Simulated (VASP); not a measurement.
# Ag (P6_3/mmc) in VASP: single point with PBE

Aim: the single point of Ag with PBE.

Program: VASP 6.6.1. These are calculated values, not measurements. Logs are shortened: lines on timing, memory, paths and dates and some standing lists are left out, and cuts for length are marked.

## Step 1: The cell of the first run

Symmetry: P6_3/mmc, No. 194, hexagonal system. The conventional cell has a = 2.325 Å, b = 2.325 Å, c = 3.815 Å, α = 90.00°, β = 90.00°, γ = 120.00°. Ag (site symmetry -6m2) has 12 Ag at 2.32 to 2.33 Å within 3.1 Å.

This isn't the form of Ag at room conditions, which is fcc.

## Step 2: Single point, PBE

The input, INCAR:

```
PREC     = Accurate       # precision mode
ENCUT    = 630            # plane-wave cutoff, eV
EDIFF    = 1E-6           # SCF threshold, eV
ISMEAR   = -1             # smearing method
SIGMA    = 0.05           # smearing width, eV
LREAL    = F              # projectors in reciprocal space
LASPH    = T              # aspherical terms in the spheres
NELM     = 120            # most SCF steps
ALGO     = Normal         # electronic algorithm
ISIF     = 2              # what is computed and relaxed
LWAVE    = F              # write WAVECAR
LCHARG   = F              # write CHGCAR
GGA      = PE             # functional
NBANDS   = 26             # bands
GGA_COMPAT= F
```

The input, KPOINTS:

```
Automatic mesh
0
Gamma
  15 15 8
```

The input, POSCAR:

```
Ag
1.0
    2.3247727916      0.0000000000      0.0000000000
   -1.1623863958      2.0133122956      0.0000000000
    0.0000000000      0.0000000000      3.8148569878
Ag
2
Direct
    0.3333333333      0.6666666667      0.2500000000
    0.6666666667      0.3333333333      0.7500000000
```

Potentials or basis: VASP PAW PBE potentials, release 64 (Ag_sv_GW).

The run is started by

```console
$ cat potpaw_PBE.64/Ag_sv_GW/POTCAR > POTCAR
$ mpirun -np 1 vasp_std > vasp.out
```

OUTCAR:

```text
PREC = Accurate
   ENCUT = 630
   EDIFF = 1E-6
   ISMEAR = -1
   LREAL = F
   LASPH = T
   NELM = 120
   ISIF = 2
   GGA = PE

 ion  position               nearest neighbor table
   1  0.333  0.667  0.250-   2 2.33   2 2.33   2 2.33   2 2.33   2 2.33   2 2.33
   2  0.667  0.333  0.750-   1 2.33   1 2.33   1 2.33   1 2.33   1 2.33   1 2.33

  LATTYP: Found a hexagonal cell.
 ALAT       =     2.3247727916
 C/A-ratio  =     1.6409590656

  Lattice vectors:

 A1 = (   2.3247727916,   0.0000000000,   0.0000000000)
 A2 = (  -1.1623863958,   2.0133122956,   0.0000000000)
 A3 = (   0.0000000000,   0.0000000000,   3.8148569878)

Analysis of symmetry for initial positions (statically):
=====================================================================
 Subroutine PRICEL returns:
 Original cell was already a primitive cell.

 Routine SETGRP: Setting up the symmetry group for a
 hexagonal supercell.

 Subroutine GETGRP returns: Found 24 space group operations
 (whereof 12 operations were pure point group operations)
 out of a pool of 24 trial point group operations.

The static configuration has the point symmetry D_3d.
 The point group associated with its full space group is D_6h.

Analysis of symmetry for dynamics (positions and initial velocities):
=====================================================================
 Subroutine PRICEL returns:
 Original cell was already a primitive cell.

 Routine SETGRP: Setting up the symmetry group for a
 hexagonal supercell.

 Subroutine GETGRP returns: Found 24 space group operations
 (whereof 12 operations were pure point group operations)
 out of a pool of 24 trial point group operations.

The dynamic configuration has the point symmetry D_3d.
 The point group associated with its full space group is D_6h.

 Subroutine INISYM returns: Found 24 space group operations
 (whereof 12 operations are pure point group operations),
 and found     1 'primitive' translations

----------------------------------------------------------------------------------------

                                     Primitive cell

  volume of cell :      17.8554

  direct lattice vectors                    reciprocal lattice vectors
     2.324772792  0.000000000  0.000000000     0.430149563  0.248346966  0.000000000
    -1.162386396  2.013312296  0.000000000     0.000000000  0.496693932  0.000000000
     0.000000000  0.000000000  3.814856988     0.000000000  0.000000000  0.262133024

  length of vectors
     2.324772792  2.324772792  3.814856988     0.496693932  0.496693932  0.262133024

  position of ions in fractional coordinates (direct lattice)
     0.333333333  0.666666667  0.250000000
     0.666666667  0.333333333  0.750000000

  ion indices of the primitive-cell ions
   primitive index   ion index
                 1           1
                 2           2

----------------------------------------------------------------------------------------

 KPOINTS: Automatic mesh

Automatic generation of k-mesh.
 Grid dimensions read from file:
 generate k-points for:   15   15    8

 Generating k-lattice:

  Cartesian coordinates                     Fractional coordinates (reciprocal lattice)
     0.028676638  0.016556464  0.000000000     0.066666667  0.000000000  0.000000000
     0.000000000  0.033112929  0.000000000     0.000000000  0.066666667  0.000000000
     0.000000000  0.000000000  0.032766628     0.000000000  0.000000000  0.125000000

  Length of vectors
     0.033112929  0.033112929  0.032766628

  Shift w.r.t. Gamma in fractional coordinates (k-lattice)
     0.000000000  0.000000000  0.000000000

 Subroutine IBZKPT returns following result:
 ===========================================

 Found    135 irreducible k-points:

 Following reciprocal coordinates:
            Coordinates               Weight
  0.000000  0.000000  0.000000      1.000000
  0.066667 -0.000000  0.000000      6.000000
  0.133333 -0.000000  0.000000      6.000000
  0.200000  0.000000  0.000000      6.000000
  0.266667 -0.000000  0.000000      6.000000
  0.333333  0.000000  0.000000      6.000000
[... 16 lines left out ...]
  0.333333  0.200000  0.000000     12.000000
  0.400000  0.200000  0.000000      6.000000
 [... further k-points ...]
   k-points           NKPTS =    135   k-points in BZ     NKDIM =    135   number of bands    NBANDS=     26
   number of dos      NEDOS =    301   number of ions     NIONS =      2
   total plane-waves  NPLWV =  12800
   dimension x,y,z NGX =    20 NGY =   20 NGZ =   32
   dimension x,y,z NGXF=    40 NGYF=   40 NGZF=   64
   ions per type =               2
   NGX,Y,Z   is equivalent  to a cutoff of  14.30, 14.30, 13.95 a.u.
   NGXF,Y,Z  is equivalent  to a cutoff of  28.60, 28.60, 27.89 a.u.
 SYSTEM =  unknown system
   PREC   = accura    normal or accurate (medium, high low for compatibility)
   ISTART =      0    job   : 0-new  1-cont  2-samecut
   ICHARG =      2    charge: 1-file 2-atom 10-const
   ISPIN  =      1    spin polarized calculation?
   LNONCOLLINEAR =      F non collinear calculations
   LSORBIT =      F    spin-orbit coupling
   LASPH  =      T    aspherical Exc in radial PAW
   ENCUT  =  630.0 eV  46.30 Ry    6.80 a.u.   4.76  4.76  7.81*2*pi/ulx,y,z
   NELM   =    120;   NELMIN=  2; NELMDL= -5     # of ELM steps
   EDIFF  = 0.1E-05   stopping-criterion for ELM
   LREAL  =      F    real-space projection
   EDIFFG = 0.1E-04   stopping-criterion for IOM
   NSW    =      0    number of steps for IOM
   IBRION =     -1    ionic relax: 0-MD 1-quasi-New 2-CG
   NFREE  =      0    steps in history (QN), initial steepest desc. (CG)
   ISIF   =      2    stress and relaxation
   ISYM   =      2    0-nonsym 1-usesym 2-fastsym
   POTIM  = 0.5000    time-step for ionic-motion
   TEBEG  =    0.0;   TEEND  =   0.0 temperature during run
   PSTRESS=    0.0 pullay stress
   NELECT =      38.0000    total number of electrons
   NUPDOWN=      -1.0000    fix difference up-down
   EMIN   =  10.00;   EMAX   =-10.00  energy-range for DOS
   EFERMI =   0.00;   METHOD = LEGACY
   ISMEAR =    -1;   SIGMA  =   0.05  broadening in eV -4-tet -1-fermi 0-gaus
   EFERMI_NEDOS =   21; number of points for ismear=-14 and -15
   IALGO  =     38    algorithm
   IMIX   =      4    mixing-type and parameters
     AMIX     =   0.40;   BMIX     =  1.00
     AMIX_MAG =   1.60;   BMIX_MAG =  1.00
  volume/ion in A,a.u.               =       8.93        60.25
  Fermi-wavevector in a.u.,A,eV,Ry     =   2.105779  3.979345 60.332366  4.434304
  Thomas-Fermi vector in A             =   3.094285
   LORBIT       =      0    0 simple, 1 ext, 2 COOP (PROOUT), +10 PAW based schemes
   GGA     = PE    functional components
   LHFCALC =     F    Hartree Fock is set to
   AEXX    =    0.0000 exact exchange contribution
   IVDW    =     0    specifies the selected vdW correction
   LEPSILON=     F    determine dielectric tensor
   LRPA    =     F    only Hartree local field effects (RPA)
 non-spin polarized calculation
  energy-cutoff  :      630.00
  volume of cell :       17.86
 maximum number of plane-waves:       658
 NGX is ok and might be reduce to    20
   NGX =  9   NGY =  9   NGZ = 15

 number of electron      37.9999990 magnetization

 Free energy of the ion-electron system (eV)
  ---------------------------------------------------
  ext. energy  EPLUGINS =         0.00000000
  ---------------------------------------------------
  free energy    TOTEN  =        10.36598967 eV

  energy without entropy =       10.36684749  energy(sigma->0) =       10.36641858

 E-fermi :  19.7899     XC(G=0): -17.0561

 val. band max:       19.7307926862   @ k =   0.0667   0.0667   0.0000
 cond. band min:      20.0180939059   @ k =   0.4667   0.0667   0.1250
 fundamental gap:      0.2873012196
 Fermi energy:        19.7898979579

 k-point     1 :       0.0000    0.0000    0.0000
  band No.  band energies     occupation
      1     -75.7983      2.00000
      2     -75.4778      2.00000
      3     -40.0908      2.00000
      4     -38.6245      2.00000
      5     -38.6245      2.00000
      6     -38.4178      2.00000
[... 18 lines left out ...]
     25      44.3007      0.00000
     26      44.3522      0.00000

 k-point     2 :       0.0667   -0.0000    0.0000
  band No.  band energies     occupation
      1     -75.7859      2.00000
      2     -75.4715      2.00000
      3     -40.0672      2.00000
      4     -38.6830      2.00000
      5     -38.6429      2.00000
      6     -38.4656      2.00000
[... 18 lines left out ...]
     25      42.6340      0.00000
     26      44.2865      0.00000

 k-point     3 :       0.1333   -0.0000    0.0000
  band No.  band energies     occupation
      1     -75.7503      2.00000
      2     -75.4538      2.00000
      3     -39.9980      2.00000
      4     -38.8476      2.00000
      5     -38.6935      2.00000
      6     -38.6316      2.00000
[... 18 lines left out ...]
     25      40.3522      0.00000
     26      42.3272      0.00000

 k-point     4 :       0.2000    0.0000    0.0000
  band No.  band energies     occupation
      1     -75.6964      2.00000
      2     -75.4288      2.00000
      3     -39.8897      2.00000
      4     -39.0892      2.00000
      5     -38.8705      2.00000
      6     -38.7654      2.00000
[... 18 lines left out ...]
     25      39.3593      0.00000
     26      40.0082      0.00000

 k-point     5 :       0.2667   -0.0000    0.0000
  band No.  band energies     occupation
      1     -75.6318      2.00000
      2     -75.4023      2.00000
      3     -39.7526      2.00000
      4     -39.3652      2.00000
      5     -39.1369      2.00000
      6     -38.8454      2.00000
[... 18 lines left out ...]
     25      39.7564      0.00000
     26      40.2868      0.00000

 k-point     6 :       0.3333    0.0000    0.0000
  band No.  band energies     occupation
      1     -75.5659      2.00000
      2     -75.3805      2.00000
      3     -39.6272      2.00000
      4     -39.6016      2.00000
      5     -39.3849      2.00000
      6     -38.9197      2.00000
[... 427 lines left out ...]
 k-point    21 :       0.2000    0.2000    0.0000
  band No.  band energies     occupation
      1     -75.5495      2.00000
      2     -75.3758      2.00000
      3     -39.5624      2.00000
      4     -39.4898      2.00000
      5     -39.4667      2.00000
      6     -38.9689      2.00000
[... 18 lines left out ...]
     25      39.1141      0.00000
     26      40.8646      0.00000

 k-point    22 :       0.2667    0.2000    0.0000
  band No.  band energies     occupation
      1     -75.4947      2.00000
      2     -75.3656      2.00000
      3     -39.6588      2.00000
      4     -39.5356      2.00000
      5     -39.4202      2.00000
      6     -39.0983      2.00000
[... 18 lines left out ...]
     25      38.5596      0.00000
     26      38.7923      0.00000

 k-point    23 :       0.3333    0.2000    0.0000
  band No.  band energies     occupation
      1     -75.4513      2.00000
      2     -75.3648      2.00000
      3     -39.7721      2.00000
      4     -39.5560      2.00000
      5     -39.2917      2.00000
      6     -39.2160      2.00000
[... 18 lines left out ...]
     25      36.8170      0.00000
     26      37.7386      0.00000

 k-point    24 :       0.4000    0.2000    0.0000
  band No.  band energies     occupation
      1     -75.4328      2.00000
      2     -75.3677      2.00000
      3     -39.8116      2.00000
      4     -39.5547      2.00000
      5     -39.2671      2.00000
      6     -39.2296      2.00000
[... 18 lines left out ...]
     25      35.7610      0.00000
     26      37.2858      0.00000

 [... further k-points ...]

------------------------ aborting loop because EDIFF is reached ----------------------------------------

  FORCE on cell =-STRESS in cart. coord.  units (eV):
  Direction    XX          YY          ZZ          XY          YZ          ZX
  --------------------------------------------------------------------------------------
  -------------------------------------------------------------------------------------
  Total       48.1710299     48.1710299     48.1747894      0.0000000     -0.0000000      0.0000000
  in kB     4322.4163012   4322.4163014   4322.7536398      0.0000000     -0.0000000      0.0000000
  external PRESSURE =    4322.5287475 kB  Pullay stress =       0.0000000 kB

 VOLUME and BASIS-vectors are now :
 -----------------------------------------------------------------------------
  energy-cutoff  :      630.00
  volume of cell :       17.86
      direct lattice vectors                 reciprocal lattice vectors
     2.324772792  0.000000000  0.000000000     0.430149563  0.248346966  0.000000000
    -1.162386396  2.013312296  0.000000000     0.000000000  0.496693932  0.000000000
     0.000000000  0.000000000  3.814856988     0.000000000  0.000000000  0.262133024

 POSITION                                       TOTAL-FORCE (eV/Angst)
 -----------------------------------------------------------------------------------
     -0.00000      1.34221      0.95371        -0.000000      0.000000      0.000000
      1.16239      0.67110      2.86114         0.000000      0.000000      0.000000
 -----------------------------------------------------------------------------------
    total drift:                                0.000000     -0.000000      0.000000

  FREE ENERGIE OF THE ION-ELECTRON SYSTEM (eV)
  ---------------------------------------------------
  free  energy   TOTEN  =        10.3659896719 eV

  energy  without entropy=       10.3668474917  energy(sigma->0) =       10.36641858
```

It took 54 s on 1 thread of AMD EPYC 7R13 (Zen 3), shared host; peak memory 0.18 GiB.

Results:

```yaml
Free_energy: 10.3660 eV
Pressure: 432.3 GPa
Band_gap_on_the_k_mesh: zero (bands 19 and 20 overlap by 12.14 eV)
```

Caveat: the cell stands under pressure.

The gap in the log of VASP goes by the Fermi energy; the results here count the filled bands.